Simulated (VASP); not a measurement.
# Pt (Fm-3m) in VASP: notebook

The runs below take Pt through relaxation of cell and atoms, single point, with r2SCAN.

Program: VASP 6.6.1. These are calculated values, not measurements. Logs are shortened: lines on timing, memory, paths and dates and some standing lists are left out, and cuts for length are marked.

## 1. The cell of the first run

The structure is cubic, space group Fm-3m (No. 225). The conventional cell has a = 3.923 Å, b = 3.923 Å, c = 3.923 Å, α = 90.00°, β = 90.00°, γ = 90.00°. Pt (site symmetry m-3m) has 12 Pt at 2.77 Å within 3.7 Å.

## 2. Relaxation of cell and atoms, r2SCAN

The input, POSCAR:

```
Pt
1.0
    0.0000000000      1.9615500000      1.9615500000
    1.9615500000      0.0000000000      1.9615500000
    1.9615500000      1.9615500000      0.0000000000
Pt
1
Direct
    0.0000000000      0.0000000000      0.0000000000
```

The input, INCAR.step1:

```
SYSTEM = Pt
PREC = Accurate ; ENCUT = 600
ISMEAR = -1 ; SIGMA = 0.1
LREAL = .False. ; LASPH = .True.
NELM = 100 ; GGA = PE
ALGO = Normal ; EDIFF = 1E-4
LWAVE = .True. ; LCHARG = .False.
```

The input, INCAR.step2:

```
SYSTEM = Pt
PREC = Accurate ; ENCUT = 600
EDIFF = 1E-6 ; ISMEAR = -1
SIGMA = 0.1 ; LREAL = .False.
LASPH = .True. ; NELM = 100
ALGO = Normal ; ISIF = 3
LWAVE = .False. ; LCHARG = .False.
METAGGA = R2SCAN ; LMIXTAU = .True.
IBRION = 2 ; NSW = 80
EDIFFG = -0.01 ; ISTART = 1
```

The input, KPOINTS:

```
regular mesh
0
Gamma
  14 14 14
  0 0 0
```

Potentials or basis: VASP PAW PBE potentials, release 64 (Pt).

Launch:

```sh
> cat potpaw_PBE.64/Pt/POTCAR > POTCAR
> cp INCAR.step1 INCAR
> mpirun -np 1 vasp_std > vasp.out
> cp INCAR.step2 INCAR
> mpirun -np 1 vasp_std > vasp.out
```

OUTCAR:

```text
SYSTEM = Pt
   PREC = Accurate
   ENCUT = 600
   EDIFF = 1E-6
   ISMEAR = -1
   LREAL = .False.
   LASPH = .True.
   NELM = 100
   ISIF = 3
   METAGGA = R2SCAN
   IBRION = 2
   NSW = 80
   EDIFFG = -0.01
   ISTART = 1

 ion  position               nearest neighbor table
   1  0.000  0.000  0.000-

  LATTYP: Found a face centered cubic cell.
 ALAT       =     3.9231000000

  Lattice vectors:

 A1 = (   0.0000000000,   1.9615500000,   1.9615500000)
 A2 = (   1.9615500000,   0.0000000000,   1.9615500000)
 A3 = (   1.9615500000,   1.9615500000,   0.0000000000)

Analysis of symmetry for initial positions (statically):
=====================================================================
 Subroutine PRICEL returns:
 Original cell was already a primitive cell.

 Routine SETGRP: Setting up the symmetry group for a
 face centered cubic supercell.

 Subroutine GETGRP returns: Found 48 space group operations
 (whereof 48 operations were pure point group operations)
 out of a pool of 48 trial point group operations.

The static configuration has the point symmetry O_h .

Analysis of symmetry for dynamics (positions and initial velocities):
=====================================================================
 Subroutine PRICEL returns:
 Original cell was already a primitive cell.

 Routine SETGRP: Setting up the symmetry group for a
 face centered cubic supercell.

 Subroutine GETGRP returns: Found 48 space group operations
 (whereof 48 operations were pure point group operations)
 out of a pool of 48 trial point group operations.

The dynamic configuration has the point symmetry O_h .

 Subroutine INISYM returns: Found 48 space group operations
 (whereof 48 operations are pure point group operations),
 and found     1 'primitive' translations

----------------------------------------------------------------------------------------

                                     Primitive cell

  volume of cell :      15.0948

  direct lattice vectors                    reciprocal lattice vectors
     0.000000000  1.961550000  1.961550000    -0.254900461  0.254900461  0.254900461
     1.961550000  0.000000000  1.961550000     0.254900461 -0.254900461  0.254900461
     1.961550000  1.961550000  0.000000000     0.254900461  0.254900461 -0.254900461

  length of vectors
     2.774050613  2.774050613  2.774050613     0.441500550  0.441500550  0.441500550

  position of ions in fractional coordinates (direct lattice)
[... 85 lines left out ...]
   POTIM  = 0.5000    time-step for ionic-motion
   TEBEG  =    0.0;   TEEND  =   0.0 temperature during run
   PSTRESS=    0.0 pullay stress
   NELECT =      10.0000    total number of electrons
   NUPDOWN=      -1.0000    fix difference up-down
   EMIN   =  10.00;   EMAX   =-10.00  energy-range for DOS
   EFERMI =   0.00;   METHOD = LEGACY
   ISMEAR =    -1;   SIGMA  =   0.10  broadening in eV -4-tet -1-fermi 0-gaus
   EFERMI_NEDOS =   21; number of points for ismear=-14 and -15
   IALGO  =     38    algorithm
   IMIX   =      4    mixing-type and parameters
     AMIX     =   0.40;   BMIX     =  1.00
     AMIX_MAG =   1.60;   BMIX_MAG =  1.00
  volume/ion in A,a.u.               =      15.09       101.86
  Fermi-wavevector in a.u.,A,eV,Ry     =   1.427136  2.696897 27.711231  2.036718
  Thomas-Fermi vector in A             =   2.547338
   LORBIT       =      0    0 simple, 1 ext, 2 COOP (PROOUT), +10 PAW based schemes
   METAGGA = R2SCAN    functional components
   LHFCALC =     F    Hartree Fock is set to
   AEXX    =    0.0000 exact exchange contribution
   IVDW    =     0    specifies the selected vdW correction
   LEPSILON=     F    determine dielectric tensor
   LRPA    =     F    only Hartree local field effects (RPA)
 conjugate gradient relaxation of ions
 non-spin polarized calculation
  energy-cutoff  :      600.00
  volume of cell :       15.09
 maximum number of plane-waves:       531
 NGX is ok and might be reduce to    24
   NGX = 11   NGY = 11   NGZ = 11

--------------------------------------- Ionic step        1  -------------------------------------------

 number of electron      10.0000000 magnetization

 Free energy of the ion-electron system (eV)
  ---------------------------------------------------
  ext. energy  EPLUGINS =         0.00000000
  ---------------------------------------------------
  free energy    TOTEN  =       -51.53061337 eV

  energy without entropy =      -51.48127907  energy(sigma->0) =      -51.50594622

------------------------ aborting loop because EDIFF is reached ----------------------------------------

  FORCE on cell =-STRESS in cart. coord.  units (eV):
  Direction    XX          YY          ZZ          XY          YZ          ZX
  --------------------------------------------------------------------------------------
  -------------------------------------------------------------------------------------
  Total        0.4439691      0.4439691      0.4439691     -0.0000000     -0.0000000      0.0000000
  in kB       47.1232439     47.1232439     47.1232439     -0.0000000     -0.0000000      0.0000000
  external PRESSURE =      47.1232439 kB  Pullay stress =       0.0000000 kB
[... 22 lines left out ...]
--------------------------------------- Ionic step        2  -------------------------------------------

 number of electron      10.0000000 magnetization

 E-fermi :   9.8140     XC(G=0): -14.1801

 val. band max:        9.7958478688   @ k =  -0.3571   0.3571   0.1429
 cond. band min:       9.8306238278   @ k =   0.5000   0.0000   0.0000
 fundamental gap:      0.0347759589
 Fermi energy:         9.8139810527

 k-point     1 :       0.0000    0.0000    0.0000
  band No.  band energies     occupation
      1       0.0569      2.00000
      2       6.2936      2.00000
      3       6.2936      2.00000
      4       6.2936      2.00000
      5       8.2326      2.00000
      6       8.2326      2.00000
      7      25.4590      0.00000
      8      30.2490      0.00000
      9      30.2490      0.00000
[... 310 lines left out ...]
--------------------------------------- Ionic step        3  -------------------------------------------

 number of electron      10.0000001 magnetization

 Free energy of the ion-electron system (eV)
  ---------------------------------------------------
  ext. energy  EPLUGINS =         0.00000000
  ---------------------------------------------------
  free energy    TOTEN  =       -51.53419978 eV

  energy without entropy =      -51.48365788  energy(sigma->0) =      -51.50892883

 E-fermi :  10.6748     XC(G=0): -14.5099

 val. band max:       10.6567857001   @ k =  -0.3571   0.3571   0.1429
 cond. band min:      10.7009098968   @ k =   0.5000   0.0000   0.0000
 fundamental gap:      0.0441241967
 Fermi energy:        10.6747506987

 k-point     1 :       0.0000    0.0000    0.0000
  band No.  band energies     occupation
      1       0.3873      2.00000
      2       6.8734      2.00000
      3       6.8734      2.00000
      4       6.8734      2.00000
      5       8.9747      2.00000
      6       8.9747      2.00000
      7      26.2088      0.00000
      8      31.2761      0.00000
      9      31.2761      0.00000
[... 304 lines left out ...]
  FREE ENERGIE OF THE ION-ELECTRON SYSTEM (eV)
  ---------------------------------------------------
  free  energy   TOTEN  =       -51.5341997844 eV

  energy  without entropy=      -51.4836578823  energy(sigma->0) =      -51.50892883

 reached required accuracy - stopping structural energy minimisation
```

OSZICAR.step1:

```text
N       E                     dE             d eps       ncg     rms          rms(c)
DAV:   1     0.416439842052E+02    0.41644E+02   -0.60444E+03  1928   0.117E+03
DAV:   2    -0.601672987689E+01   -0.47661E+02   -0.46020E+02  1952   0.199E+02
DAV:   3    -0.649149501458E+01   -0.47477E+00   -0.47163E+00  2229   0.203E+01
DAV:   4    -0.649306114066E+01   -0.15661E-02   -0.15660E-02  2106   0.123E+00
DAV:   5    -0.649307238111E+01   -0.11240E-04   -0.11240E-04  2185   0.959E-02    0.129E+01
DAV:   6    -0.616069027962E+01    0.33238E+00   -0.85214E-01  1918   0.844E+00    0.686E+00
DAV:   7    -0.612190857965E+01    0.38782E-01   -0.15754E-01  2002   0.354E+00    0.252E+00
DAV:   8    -0.611855435303E+01    0.33542E-02   -0.56402E-03  1990   0.742E-01    0.503E-01
DAV:   9    -0.611841150072E+01    0.14285E-03   -0.72447E-05  1420   0.905E-02    0.360E-02
DAV:  10    -0.611841560005E+01   -0.40993E-05   -0.33655E-06   964   0.174E-02
   1 F= -.61184156E+01 E0= -.60924637E+01  d E =-.519039E-01
```

It took 1.8 min on 1 thread of Intel Xeon Platinum 8488C (Sapphire Rapids), shared host; peak memory 0.18 GiB.

What came out:

```
Free energy                            : -51.5342 eV
Relaxed volume                         : 15.35 Å³/atom
Relaxed cell                           : a = 2.790 Å, b = 2.790 Å, c = 2.790 Å, α = 60.00°, β = 60.00°, γ = 60.00°
Space group after relaxing (to 0.05 Å) : Fm-3m (No. 225)
Energy gained by relaxing              : 3.6 meV/atom
Ionic steps                            : 3
Pressure after relaxing                : -0.1 GPa
Band gap on the k mesh                 : zero (band 5 reaches 11.19 eV, above the bottom of band 6 at 8.87 eV)
```

The path:
```tsv
step	energy change (eV)	largest force (eV/Å)	pressure (GPa)	volume (Å³)
1	0.0000	0.0000	4.71	15.09
2	0.0238	0.0000	-11.23	16.09
3	-0.0036	0.0000	-0.06	15.35
```

Final structure:
```xyz
1
Lattice="0.0000 1.9725 1.9725 1.9725 0.0000 1.9725 1.9725 1.9725 0.0000" Properties=species:S:1:pos:R:3 pbc="T T T"
Pt    0.0000    0.0000    0.0000
```

Levels at points of the mesh, in eV from the Fermi level:
```tsv
k point	band 2	band 3	band 4	band 5	band 6	band 7	band 8	band 9
(0.00, 0.00, 0.00)	-3.80	-3.80	-3.80	-1.70	-1.70	15.53	20.60	20.60
(0.50, 0.00, 0.00)	-3.90	-3.90	-0.22	0.03	0.03	6.02	15.18	19.83
(0.50, 0.50, 0.00)	-6.67	-0.06	0.51	0.51	1.99	9.15	11.97	11.97
```

Caveat: the PAW data sets were made with another functional, which shifts forces and pressure a little; spin-orbit coupling is left out, which moves the levels of the heavy elements. Zero-point motion and thermal expansion aren't in these numbers.

## 3. Single point, r2SCAN, non-collinear spin, zero start, spin-orbit coupling

This run uses another cell than the first one, of 15.30 Å³/atom, 1.014 times its volume.

The input, POSCAR:

```
Pt
1.0
    0.0000000000      1.9705765472      1.9705765472
    1.9705765472      0.0000000000      1.9705765472
    1.9705765472      1.9705765472      0.0000000000
Pt
1
Direct
    0.0000000000      0.0000000000      0.0000000000
```

The input, INCAR.step1:

```
PREC = Accurate
ENCUT = 520
ISMEAR = -1
SIGMA = 0.1
LREAL = False
LASPH = True
NELM = 150
MAGMOM = 0 0 0
LSORBIT = True
GGA_COMPAT = False
LMAXMIX = 4
NBANDS = 21
GGA = PE
ALGO = Normal
EDIFF = 1E-4
LWAVE = True
LCHARG = False
```

The input, INCAR.step2:

```
PREC = Accurate
ENCUT = 520
EDIFF = 1E-6
ISMEAR = -1
SIGMA = 0.1
LREAL = False
LASPH = True
NELM = 150
ALGO = Normal
ISIF = 2
LWAVE = False
LCHARG = False
MAGMOM = 0 0 0
LORBIT = 11
LSORBIT = True
GGA_COMPAT = False
LORBMOM = True
LMAXMIX = 4
METAGGA = R2SCAN
LMIXTAU = True
NBANDS = 21
ISTART = 1
```

The input, KPOINTS:

```
Automatic mesh
0
Gamma
  14 14 14
```

Potentials or basis: VASP PAW PBE potentials, release 64 (Pt).

Launch:

```sh
> cat potpaw_PBE.64/Pt/POTCAR > POTCAR
> cp INCAR.step1 INCAR
> mpirun -np 1 vasp_ncl > vasp.out
> cp INCAR.step2 INCAR
> mpirun -np 1 vasp_ncl > vasp.out
```

It took 3.8 min on 1 thread of Intel Xeon Platinum 8488C (Sapphire Rapids), shared host; peak memory 0.25 GiB.

Results (log left out):

| Quantity | Value |
| --- | --- |
| Free energy | -51.9053 eV |
| Pressure | 1.3 GPa |
| Net moment | 0.00 μB per cell |
| Valence electrons inside the program's atomic spheres | Pt 9.26 |

Moments on the atoms (μB; x, y, z):
```
Pt  0.00 0.00 0.00
```

Caveat: the PAW data sets were made with another functional, which shifts forces and pressure a little.

## 4. Single point, r2SCAN

This run uses another cell than the first one, of 15.30 Å³/atom, 1.014 times its volume.

The input, POSCAR:

```
Pt
1.0
    0.0000000000      1.9705765473      1.9705765473
    1.9705765473      0.0000000000      1.9705765473
    1.9705765473      1.9705765473      0.0000000000
Pt
1
Direct
    0.0000000000      0.0000000000      0.0000000000
```

The input, INCAR.step1:

```
SYSTEM = Pt
PREC     = Accurate       ! precision mode
ENCUT    = 520            ! plane-wave cutoff, eV
ISMEAR   = 1              ! smearing method
SIGMA    = 0.2            ! smearing width, eV
LREAL    = .FALSE.        ! projectors in reciprocal space
LASPH    = .TRUE.         ! aspherical terms in the spheres
NELM     = 80             ! most SCF steps
NBANDS   = 11             ! bands
GGA      = PE             ! functional
ALGO     = Normal         ! electronic algorithm
EDIFF    = 1E-4           ! SCF threshold, eV
LWAVE    = .TRUE.         ! write WAVECAR
LCHARG   = .FALSE.        ! write CHGCAR
```

The input, INCAR.step2:

```
SYSTEM = Pt
PREC     = Accurate       ! precision mode
ENCUT    = 520            ! plane-wave cutoff, eV
EDIFF    = 1E-7           ! SCF threshold, eV
ISMEAR   = 1              ! smearing method
SIGMA    = 0.2            ! smearing width, eV
LREAL    = .FALSE.        ! projectors in reciprocal space
LASPH    = .TRUE.         ! aspherical terms in the spheres
NELM     = 80             ! most SCF steps
ALGO     = Normal         ! electronic algorithm
ISIF     = 2              ! what is computed and relaxed
LWAVE    = .FALSE.        ! write WAVECAR
LCHARG   = .TRUE.         ! write CHGCAR
METAGGA  = R2SCAN         ! meta-GGA
LMIXTAU  = .TRUE.       
LELF     = .TRUE.         ! ELF
LVHAR    = .TRUE.       
NBANDS   = 11             ! bands
ISTART   = 1
```

The input, KPOINTS:

```
Automatic mesh
0
G
  14 14 14
  0 0 0
```

Launch:

```sh
> cat potpaw_PBE.64/Pt/POTCAR > POTCAR
> cp INCAR.step1 INCAR
> mpirun -np 1 vasp_std > vasp.out
> cp INCAR.step2 INCAR
> mpirun -np 1 vasp_std > vasp.out
```

Run time: 1.8 min. Hardware: 1 thread of AMD EPYC 7R43 (Zen 3), shared host; peak memory 0.12 GiB.

Results (log left out):

| Quantity | Value |
| --- | --- |
| Free energy | -51.5087 eV |
| Pressure | 0.2 GPa |
| Band gap on the k mesh | zero (band 5 reaches 11.24 eV, above the bottom of band 6 at 8.92 eV) |

Levels at points of the mesh, in eV from the Fermi level:
| k point | band 1 | band 2 | band 3 | band 4 | band 5 | band 6 | band 7 | band 8 | band 9 | band 10 |
| --- | --- | --- | --- | --- | --- | --- | --- | --- | --- | --- |
| (0.00, 0.00, 0.00) | -10.30 | -3.80 | -3.80 | -3.80 | -1.69 | -1.69 | 15.55 | 20.64 | 20.64 | 20.64 |
| (0.50, 0.00, 0.00) | -7.39 | -3.90 | -3.90 | -0.21 | 0.05 | 0.05 | 6.07 | 15.19 | 19.88 | 19.88 |
| (0.50, 0.50, 0.00) | -7.11 | -6.68 | -0.04 | 0.53 | 0.53 | 2.00 | 9.21 | 12.00 | 12.00 | 21.13 |

Caveat: the PAW data sets were made with another functional, which shifts forces and pressure a little; spin-orbit coupling is left out, which moves the levels of the heavy elements.

## 5. Single point, r2SCAN

This run uses another cell than the first one, of 15.30 Å³/atom, 1.014 times its volume.

POSCAR is that of step 4.

The input, INCAR.step1:

```
SYSTEM = Pt
PREC = Accurate
ENCUT = 520
ISMEAR = 1
SIGMA = 0.3
LREAL = .FALSE.
LASPH = .TRUE.
NELM = 60
NBANDS = 11
GGA = PE
ALGO = Normal
EDIFF = 1E-4
LWAVE = .TRUE.
LCHARG = .FALSE.
```

The input, INCAR.step2:

```
SYSTEM = Pt
PREC = Accurate
ENCUT = 520
EDIFF = 1E-6
ISMEAR = 1
SIGMA = 0.3
LREAL = .FALSE.
LASPH = .TRUE.
NELM = 60
ALGO = Normal
ISIF = 2
LWAVE = .FALSE.
LCHARG = .FALSE.
METAGGA = R2SCAN
LMIXTAU = .TRUE.
NBANDS = 11
ISTART = 1
```

KPOINTS is that of step 4.

Potentials or basis: VASP PAW PBE potentials, release 64 (Pt).

Launch:

```sh
> cat potpaw_PBE.64/Pt/POTCAR > POTCAR
> cp INCAR.step1 INCAR
> mpirun -np 1 vasp_std > vasp.out
> cp INCAR.step2 INCAR
> mpirun -np 1 vasp_std > vasp.out
```

OUTCAR:

```text
SYSTEM = Pt
   PREC = Accurate
   ENCUT = 520
   EDIFF = 1E-6
   ISMEAR = 1
   LREAL = .FALSE.
   LASPH = .TRUE.
   NELM = 60
   ISIF = 2
   METAGGA = R2SCAN
   ISTART = 1

 ion  position               nearest neighbor table
   1  0.000  0.000  0.000-

  LATTYP: Found a face centered cubic cell.
 ALAT       =     3.9411530946

  Lattice vectors:

 A1 = (   0.0000000000,   1.9705765473,   1.9705765473)
 A2 = (   1.9705765473,   0.0000000000,   1.9705765473)
 A3 = (   1.9705765473,   1.9705765473,   0.0000000000)

Analysis of symmetry for initial positions (statically):
=====================================================================
 Subroutine PRICEL returns:
 Original cell was already a primitive cell.

 Routine SETGRP: Setting up the symmetry group for a
 face centered cubic supercell.

 Subroutine GETGRP returns: Found 48 space group operations
 (whereof 48 operations were pure point group operations)
 out of a pool of 48 trial point group operations.

The static configuration has the point symmetry O_h .

Analysis of symmetry for dynamics (positions and initial velocities):
=====================================================================
[... 160 lines left out ...]
 cond. band min:      10.7561535788   @ k =   0.5000   0.0000   0.0000
 fundamental gap:      0.0445001133
 Fermi energy:        10.7158191780

 k-point     1 :       0.0000    0.0000    0.0000
  band No.  band energies     occupation
      1       0.4090      2.00000
      2       6.9098      2.00000
      3       6.9098      2.00000
      4       6.9098      2.00000
      5       9.0209      2.00000
      6       9.0209      2.00000
      7      26.2570      0.00000
      8      31.3433      0.00000
      9      31.3433      0.00000
     10      31.3433      0.00000
     11      37.1639      0.00000
[... 309 lines left out ...]
 k-point    24 :       0.2857    0.1429    0.0000
  band No.  band energies     occupation
      1       3.0070      2.00000
      2       5.8348      2.00000
      3       7.2350      2.00000
      4       7.8383      2.00000
      5       8.9808      2.00000
      6       9.8179      2.00019
      7      25.6617      0.00000
      8      28.9480      0.00000
      9      30.3976      0.00000
     10      31.9371      0.00000
     11      35.9369      0.00000

 [... further k-points ...]
[... 5 lines left out ...]
  --------------------------------------------------------------------------------------
  -------------------------------------------------------------------------------------
  Total        0.0349150      0.0349150      0.0349150      0.0000000      0.0000000     -0.0000000
  in kB        3.6552160      3.6552160      3.6552160      0.0000000      0.0000000     -0.0000000
  external PRESSURE =       3.6552160 kB  Pullay stress =       0.0000000 kB

 VOLUME and BASIS-vectors are now :
 -----------------------------------------------------------------------------
  energy-cutoff  :      520.00
  volume of cell :       15.30
      direct lattice vectors                 reciprocal lattice vectors
     0.000000000  1.970576547  1.970576547    -0.253732848  0.253732848  0.253732848
     1.970576547  0.000000000  1.970576547     0.253732848 -0.253732848  0.253732848
     1.970576547  1.970576547  0.000000000     0.253732848  0.253732848 -0.253732848

 POSITION                                       TOTAL-FORCE (eV/Angst)
 -----------------------------------------------------------------------------------
      0.00000      0.00000      0.00000        -0.000000     -0.000000     -0.000000
 -----------------------------------------------------------------------------------
    total drift:                                0.000000     -0.000000     -0.000000

  FREE ENERGIE OF THE ION-ELECTRON SYSTEM (eV)
  ---------------------------------------------------
  free  energy   TOTEN  =       -51.5101501254 eV

  energy  without entropy=      -51.5025314609  energy(sigma->0) =      -51.50761057
```

Wall time 1.7 min (1 thread of AMD EPYC 7R43 (Zen 3), shared host); peak memory 0.12 GiB.

Results:

```yaml
Free_energy: -51.5102 eV
Pressure: 0.4 GPa
Band_gap_on_the_k_mesh: zero (band 5 reaches 11.24 eV, above the bottom of band 6 at 8.92 eV)
```

Caveat: the PAW data sets were made with another functional, which shifts forces and pressure a little; spin-orbit coupling is left out, which moves the levels of the heavy elements.

[end of part 1 of 2]
